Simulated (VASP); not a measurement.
# LiPS3 (Cmmm) in VASP: single point with PBE

Aim: the single point of LiPS3 with PBE.

Program: VASP 6.6.1. These are calculated values, not measurements. Logs are shortened: lines on timing, memory, paths and dates and some standing lists are left out, and cuts for length are marked.

## Step 1: The cell of the first run

It takes space group Cmmm (No. 65, orthorhombic). The conventional cell has a = 3.834 Å, b = 26.308 Å, c = 4.507 Å, α = 90.00°, β = 90.00°, γ = 90.00°. Li (site symmetry m2m) has 8 S at 2.67 to 3.28 Å and 4 P at 3.23 Å within 3.5 Å. Within 2.7 Å of P (site symmetry m2m) lie 5 S at 2.01 to 2.32 Å. Within 3.1 Å of S (site symmetry m2m) lie 2 P at 2.32 Å and 2 Li at 2.67 Å and 4 S at 3.00 Å. Within 2.7 Å of S (site symmetry m2m) lie 1 P at 2.01 Å. S (site symmetry m2m) has 2 P at 2.21 Å and 4 S at 3.00 Å within 3.1 Å.

The cell was generated, and may not be a known phase.

## Step 2: Single point, PBE

File INCAR:

```
ALGO     = Normal         # electronic algorithm
EDIFF    = 1E-6           # SCF threshold, eV
ENCUT    = 520            # plane-wave cutoff, eV
GGA      = PE             # functional
ISIF     = 2              # what is computed and relaxed
ISMEAR   = 0              # smearing method
LASPH    = True           # aspherical terms in the spheres
LCHARG   = True           # write CHGCAR
LELF     = True           # ELF
LREAL    = False          # projectors in reciprocal space
LVHAR    = True         
LWAVE    = False          # write WAVECAR
NBANDS   = 37             # bands
NELM     = 60             # most SCF steps
PREC     = Accurate       # precision mode
SIGMA    = 0.15           # smearing width, eV
```

File KPOINTS:

```
k-points
0
Gamma
  3 3 3
```

File POSCAR:

```
LiPS3
1.0
    1.9167892482    -13.1539552349      0.0000000000
    1.9167892482     13.1539552349      0.0000000000
    0.0000000000      0.0000000000      4.5072904587
Li P S
2 2 6
Direct
    0.6642066928      0.3357933072      0.5000000000
    0.3357933072      0.6642066928      0.5000000000
    0.8846427865      0.1153572135      0.0000000000
    0.1153572135      0.8846427865      0.0000000000
    0.9062061609      0.0937938391      0.5000000000
    0.0937938391      0.9062061609      0.5000000000
    0.8082173540      0.1917826460      0.0000000000
    0.1917826460      0.8082173540      0.0000000000
    0.5738600630      0.4261399370      0.0000000000
    0.4261399370      0.5738600630      0.0000000000
```

Potentials or basis: VASP PAW PBE potentials, release 64 (Li_sv, P, S).

Command:

```sh
$ cat potpaw_PBE.64/Li_sv/POTCAR potpaw_PBE.64/P/POTCAR potpaw_PBE.64/S/POTCAR > POTCAR
$ mpirun -np 1 vasp_std > vasp.out
```

OUTCAR:

```text
EDIFF = 1E-6
   ENCUT = 520
   GGA = PE
   ISIF = 2
   ISMEAR = 0
   LASPH = True
   LREAL = False
   NELM = 60
   PREC = Accurate

 ion  position               nearest neighbor table
   1  0.664  0.336  0.500-   6 2.67   6 2.67
   2  0.336  0.664  0.500-   5 2.67   5 2.67
   3  0.885  0.115  0.000-   7 2.01  10 2.21  10 2.21   5 2.32   5 2.32
   4  0.115  0.885  0.000-   8 2.01   9 2.21   9 2.21   6 2.32   6 2.32
   5  0.906  0.094  0.500-   3 2.32   3 2.32   2 2.67   2 2.67
   6  0.094  0.906  0.500-   4 2.32   4 2.32   1 2.67   1 2.67
   7  0.808  0.192  0.000-   3 2.01
   8  0.192  0.808  0.000-   4 2.01
   9  0.574  0.426  0.000-   4 2.21   4 2.21
  10  0.426  0.574  0.000-   3 2.21   3 2.21

  LATTYP: Found a base centered orthorhombic cell.
 ALAT       =     3.8335784964
 B/A-ratio  =     6.8624942712
 C/A-ratio  =     1.1757397072

  Lattice vectors:

 A1 = (   1.9167892482, -13.1539552349,   0.0000000000)
 A2 = (   1.9167892482,  13.1539552349,   0.0000000000)
 A3 = (   0.0000000000,   0.0000000000,   4.5072904587)

Analysis of symmetry for initial positions (statically):
=====================================================================
 Subroutine PRICEL returns:
 Original cell was already a primitive cell.

 Routine SETGRP: Setting up the symmetry group for a
 base centered orthorhombic supercell.

 Subroutine GETGRP returns: Found  8 space group operations
 (whereof  8 operations were pure point group operations)
 out of a pool of  8 trial point group operations.

The static configuration has the point symmetry D_2h.

Analysis of symmetry for dynamics (positions and initial velocities):
=====================================================================
 Subroutine PRICEL returns:
 Original cell was already a primitive cell.

 Routine SETGRP: Setting up the symmetry group for a
 base centered orthorhombic supercell.

 Subroutine GETGRP returns: Found  8 space group operations
 (whereof  8 operations were pure point group operations)
 out of a pool of  8 trial point group operations.

The dynamic configuration has the point symmetry D_2h.

 Subroutine INISYM returns: Found  8 space group operations
 (whereof  8 operations are pure point group operations),
 and found     1 'primitive' translations

----------------------------------------------------------------------------------------

                                     Primitive cell

  volume of cell :     227.2879

  direct lattice vectors                    reciprocal lattice vectors
     1.916789248-13.153955235  0.000000000     0.260852882 -0.038011381  0.000000000
     1.916789248 13.153955235  0.000000000     0.260852882  0.038011381  0.000000000
     0.000000000  0.000000000  4.507290459     0.000000000  0.000000000  0.221862782

  length of vectors
    13.292878520 13.292878520  4.507290459     0.263607836  0.263607836  0.221862782

  position of ions in fractional coordinates (direct lattice)
     0.664206693  0.335793307  0.500000000
     0.335793307  0.664206693  0.500000000
     0.884642787  0.115357213  0.000000000
     0.115357213  0.884642787  0.000000000
     0.906206161  0.093793839  0.500000000
     0.093793839  0.906206161  0.500000000
     0.808217354  0.191782646  0.000000000
     0.191782646  0.808217354  0.000000000
     0.573860063  0.426139937  0.000000000
     0.426139937  0.573860063  0.000000000

  ion indices of the primitive-cell ions
   primitive index   ion index
                 1           1
                 2           2
                 3           3
                 4           4
                 5           5
                 6           6
                 7           7
                 8           8
                 9           9
                10          10

----------------------------------------------------------------------------------------

 KPOINTS: k-points

Automatic generation of k-mesh.
 Grid dimensions read from file:
 generate k-points for:    3    3    3

 Generating k-lattice:

  Cartesian coordinates                     Fractional coordinates (reciprocal lattice)
     0.086950961 -0.012670460  0.000000000     0.333333333  0.000000000  0.000000000
     0.086950961  0.012670460  0.000000000     0.000000000  0.333333333  0.000000000
     0.000000000  0.000000000  0.073954261     0.000000000  0.000000000  0.333333333

  Length of vectors
     0.087869279  0.087869279  0.073954261

  Shift w.r.t. Gamma in fractional coordinates (k-lattice)
     0.000000000  0.000000000  0.000000000

 Subroutine IBZKPT returns following result:
 ===========================================

 Found      8 irreducible k-points:

 Following reciprocal coordinates:
            Coordinates               Weight
  0.000000  0.000000  0.000000      1.000000
  0.333333  0.000000  0.000000      4.000000
  0.333333  0.333333  0.000000      2.000000
 -0.333333  0.333333  0.000000      2.000000
  0.000000  0.000000  0.333333      2.000000
  0.333333  0.000000  0.333333      8.000000
  0.333333  0.333333  0.333333      4.000000
 -0.333333  0.333333  0.333333      4.000000
   k-points           NKPTS =      8   k-points in BZ     NKDIM =      8   number of bands    NBANDS=     37
   number of dos      NEDOS =    301   number of ions     NIONS =     10
   total plane-waves  NPLWV = 360000
   dimension x,y,z NGX =   100 NGY =  100 NGZ =   36
   dimension x,y,z NGXF=   200 NGYF=  200 NGZF=   72
   ions per type =               2   2   6
   NGX,Y,Z   is equivalent  to a cutoff of  12.51, 12.51, 13.28 a.u.
   NGXF,Y,Z  is equivalent  to a cutoff of  25.01, 25.01, 26.56 a.u.
 SYSTEM =  unknown system
   PREC   = accura    normal or accurate (medium, high low for compatibility)
   ISTART =      0    job   : 0-new  1-cont  2-samecut
   ICHARG =      2    charge: 1-file 2-atom 10-const
   ISPIN  =      1    spin polarized calculation?
   LNONCOLLINEAR =      F non collinear calculations
   LSORBIT =      F    spin-orbit coupling
   LASPH  =      T    aspherical Exc in radial PAW
   ENCUT  =  520.0 eV  38.22 Ry    6.18 a.u.  24.72 24.72  8.38*2*pi/ulx,y,z
   NELM   =     60;   NELMIN=  2; NELMDL= -5     # of ELM steps
   EDIFF  = 0.1E-05   stopping-criterion for ELM
   LREAL  =      F    real-space projection
   EDIFFG = 0.1E-04   stopping-criterion for IOM
   NSW    =      0    number of steps for IOM
   IBRION =     -1    ionic relax: 0-MD 1-quasi-New 2-CG
   NFREE  =      0    steps in history (QN), initial steepest desc. (CG)
   ISIF   =      2    stress and relaxation
   ISYM   =      2    0-nonsym 1-usesym 2-fastsym
   POTIM  = 0.5000    time-step for ionic-motion
   TEBEG  =    0.0;   TEEND  =   0.0 temperature during run
   PSTRESS=    0.0 pullay stress
   NELECT =      52.0000    total number of electrons
   NUPDOWN=      -1.0000    fix difference up-down
   EMIN   =  10.00;   EMAX   =-10.00  energy-range for DOS
   EFERMI =   0.00;   METHOD = LEGACY
   ISMEAR =     0;   SIGMA  =   0.15  broadening in eV -4-tet -1-fermi 0-gaus
   EFERMI_NEDOS =   21; number of points for ismear=-14 and -15
   IALGO  =     38    algorithm
   IMIX   =      4    mixing-type and parameters
     AMIX     =   0.40;   BMIX     =  1.00
     AMIX_MAG =   1.60;   BMIX_MAG =  1.00
  volume/ion in A,a.u.               =      22.73       153.38
  Fermi-wavevector in a.u.,A,eV,Ry     =   1.001268  1.892123 13.640364  1.002538
  Thomas-Fermi vector in A             =   2.133679
   LORBIT       =      0    0 simple, 1 ext, 2 COOP (PROOUT), +10 PAW based schemes
   GGA     = PE    functional components
   LHFCALC =     F    Hartree Fock is set to
   AEXX    =    0.0000 exact exchange contribution
   IVDW    =     0    specifies the selected vdW correction
   LEPSILON=     F    determine dielectric tensor
   LRPA    =     F    only Hartree local field effects (RPA)
 non-spin polarized calculation
 Gauss-broadening in eV      SIGMA  =   0.15
  energy-cutoff  :      520.00
  volume of cell :      227.29
 maximum number of plane-waves:      6141
   NGX = 49   NGY = 49   NGZ = 17

 number of electron      52.0000009 magnetization

 Free energy of the ion-electron system (eV)
  ---------------------------------------------------
  ext. energy  EPLUGINS =         0.00000000
  ---------------------------------------------------
  free energy    TOTEN  =       -41.21554805 eV

  energy without entropy =      -41.15610259  energy(sigma->0) =      -41.18582532

 E-fermi :   2.8669     XC(G=0):  -8.1478

 val. band max:        2.6469099465   @ k =   0.0000   0.0000   0.3333
 cond. band min:       2.8901418741   @ k =   0.3333   0.0000   0.3333
 fundamental gap:      0.2432319276
 Fermi energy:         2.8668559562

 k-point     1 :       0.0000    0.0000    0.0000
  band No.  band energies     occupation
      1     -43.7734      2.00000
      2     -43.7734      2.00000
      3     -13.5089      2.00000
      4     -13.4894      2.00000
      5     -10.5294      2.00000
      6     -10.3838      2.00000
[... 29 lines left out ...]
     36       7.9672      0.00000
     37       8.0939      0.00000

 k-point     2 :       0.3333    0.0000    0.0000
  band No.  band energies     occupation
      1     -43.7731      2.00000
      2     -43.7731      2.00000
      3     -12.7501      2.00000
      4     -12.7357      2.00000
      5     -10.6223      2.00000
      6     -10.5720      2.00000
[... 29 lines left out ...]
     36       8.1812      0.00000
     37       8.2258      0.00000
[... 198 lines left out ...]
     36       8.0296      0.00000
     37       8.4380      0.00000

 k-point     8 :      -0.3333    0.3333    0.3333
  band No.  band energies     occupation
      1     -43.7734      2.00000
      2     -43.7733      2.00000
      3     -13.1282      2.00000
      4     -13.1159      2.00000
      5     -10.4597      2.00000
      6     -10.3461      2.00000
[... 29 lines left out ...]
     36       7.4302      0.00000
     37       8.2656      0.00000

------------------------ aborting loop because EDIFF is reached ----------------------------------------

  FORCE on cell =-STRESS in cart. coord.  units (eV):
  Direction    XX          YY          ZZ          XY          YZ          ZX
  --------------------------------------------------------------------------------------
  -------------------------------------------------------------------------------------
  Total       -0.2920896     -0.1741511     -0.3550849      0.0000000      0.0000000      0.0000000
  in kB       -2.0589716     -1.2276104     -2.5030330      0.0000000      0.0000000      0.0000000
  external PRESSURE =      -1.9298716 kB  Pullay stress =       0.0000000 kB

 VOLUME and BASIS-vectors are now :
 -----------------------------------------------------------------------------
  energy-cutoff  :      520.00
  volume of cell :      227.29
      direct lattice vectors                 reciprocal lattice vectors
     1.916789248-13.153955235  0.000000000     0.260852882 -0.038011381  0.000000000
     1.916789248 13.153955235  0.000000000     0.260852882  0.038011381  0.000000000
     0.000000000  0.000000000  4.507290459     0.000000000  0.000000000  0.221862782

 POSITION                                       TOTAL-FORCE (eV/Angst)
 -----------------------------------------------------------------------------------
      1.91679     -4.31993      2.25365         0.000000      0.001221     -0.000000
      1.91679      4.31993      2.25365         0.000000     -0.001221      0.000000
      1.91679    -10.11915      0.00000         0.000000      0.044492     -0.000000
      1.91679     10.11915      0.00000         0.000000     -0.044492     -0.000000
      1.91679    -10.68644      2.25365         0.000000     -0.008980     -0.000000
      1.91679     10.68644      2.25365         0.000000      0.008980     -0.000000
      1.91679     -8.10855      0.00000         0.000000     -0.116251     -0.000000
      1.91679      8.10855      0.00000         0.000000      0.116251     -0.000000
      1.91679     -1.94310      0.00000         0.000000     -0.073628     -0.000000
      1.91679      1.94310      0.00000         0.000000      0.073628     -0.000000
 -----------------------------------------------------------------------------------
    total drift:                                0.000000     -0.000000     -0.000000

  FREE ENERGIE OF THE ION-ELECTRON SYSTEM (eV)
  ---------------------------------------------------
  free  energy   TOTEN  =       -41.2155480497 eV

  energy  without entropy=      -41.1561025858  energy(sigma->0) =      -41.18582532
```

It took 2.6 min on 1 thread of Intel Xeon Platinum 8488C (Sapphire Rapids), shared host; peak memory 0.68 GiB.

Results:

| Property | Result |
| --- | --- |
| Free energy | -41.2155 eV |
| Largest force | 0.116 eV/Å |
| Band gap on the k mesh | zero (bands 26 and 27 overlap by 0.61 eV) |

Forces on the atoms (eV/Å):
```
Li   0.000  0.001  0.000
Li   0.000 -0.001  0.000
P    0.000  0.044  0.000
P    0.000 -0.044  0.000
S    0.000 -0.009  0.000
S    0.000  0.009  0.000
S    0.000 -0.116  0.000
S    0.000  0.116  0.000
S    0.000 -0.074  0.000
S    0.000  0.074  0.000
```

Levels at points of the mesh, in eV from the Fermi level:
| k point | band 25 | band 26 | band 27 | band 28 | band 29 | band 30 |
| --- | --- | --- | --- | --- | --- | --- |
| (0.00, 0.00, 0.00) | -0.58 | -0.49 | -0.49 | -0.44 | 2.89 | 3.17 |

Caveat: the k points lie up to 0.55 Å⁻¹ apart, too coarse for converged energies and pressures of a metal; the cutoff is under 1.25 times the usual one of these potentials, so pressure, stress and relaxed cells hold a basis-set (Pulay) error.

The gap in the log of VASP goes by the Fermi energy; the results here count the filled bands.